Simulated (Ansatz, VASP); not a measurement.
**One calculation of ZnRe, two programs**

```xyz
2
Lattice="2.7482 0.0000 0.0000 -1.3741 2.3800 0.0000 0.0000 0.0000 4.4941" Properties=species:S:1:pos:R:3 pbc="T T T"
Re    0.0000    1.5867    2.2470
Zn    0.0000    0.0000    0.0000
```

Alike in both runs: functional PBE; k mesh 11 × 11 × 6; occupations fermi-dirac, width 0.05 eV; no spin polarisation.

|  | VASP | Ansatz |
| --- | --- | --- |
| version | VASP 6.6.1 | Ansatz 0.2.0 |
| potentials or method | VASP PAW PBE potentials, release 64 (Re, Zn) | Ansatz PAW |
| plane-wave cutoff (eV) | 520 | 420 |
| valence electrons in the cell | 19 | 27 |
| task | single point | band structure |

|  | VASP | Ansatz | Ansatz less VASP |
| --- | --- | --- | --- |
| gap on the k mesh at the Fermi level (eV) | none | none | - |
| pressure (GPa) | -1.5 | -1.5 | 0.00 |
| traceless stress, the component that is largest in VASP (GPa) | 0.15 | -0.15 | -0.302 |

A gap of «none» marks a metal or a gap that the smearing closes. With one functional, cell and mesh, what is left measures potentials, basis and numerics. VASP's potentials hold 19 valence electrons a cell and Ansatz's 27, so a difference there can come from the potentials and not from the codes.

Spin-orbit coupling is off throughout.
